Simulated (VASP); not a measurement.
# GaS5: single point with PBE

The system is GaS5.

```xyz
6
Lattice="5.9532 0.0000 0.0000 -2.9766 5.1556 0.0000 0.0000 0.0000 3.4471" Properties=species:S:1:pos:R:3 pbc="T T T"
Ga    0.0000    0.0000    1.7235
S    -1.0037    1.7385    0.0000
S     1.9729    3.4171    0.0000
S     2.0075    0.0000    0.0000
S     2.9766    1.7185    1.7235
S     0.0000    3.4371    1.7235
```

| Quantity | Value |
| --- | --- |
| Program | VASP 6.6.1 |
| Task | single point |
| Functional | PBE |
| Potentials or basis | VASP PAW PBE potentials, release 64 (Ga_d, S) |
| Cutoff | 520 eV |
| k mesh | 3 × 3 × 6 |
| Occupations | gaussian, width 0.1 eV |
| Spin | no spin polarisation |
| Dipole correction | no |
| Further INCAR settings | ALGO = Normal; EDIFF = 1e-06; NBANDS = 30 |

The pressure is -0.3 GPa and the largest force is 0.014 eV/Å.

Forces in eV/Å, atoms in the order of the input:
```
Ga   0.000  0.000  0.000
S    0.007 -0.012  0.000
S    0.007  0.012  0.000
S   -0.014  0.000  0.000
S    0.000  0.000  0.000
S    0.000  0.000  0.000
```

Stress tensor (GPa, compression positive):
```
-0.28  0.00  0.00
 0.00 -0.28  0.00
 0.00  0.00 -0.41
```

Levels at points of the mesh, in eV from the Fermi level:
```tsv
k point	band 19	band 20	band 21	band 22	band 23	band 24
(0.00, 0.00, 0.00)	-1.54	-1.17	-0.37	-0.37	1.20	1.20
(0.00, 0.00, 0.50)	-3.25	-0.81	-0.81	0.28	0.85	0.85
```

Run time: 20 s on 1 thread of Intel(R) Xeon(R) 6975P-C (Granite Rapids) (shared host), peak memory 0.24 GiB.

Caveat: the k points lie up to 0.41 Å⁻¹ apart.
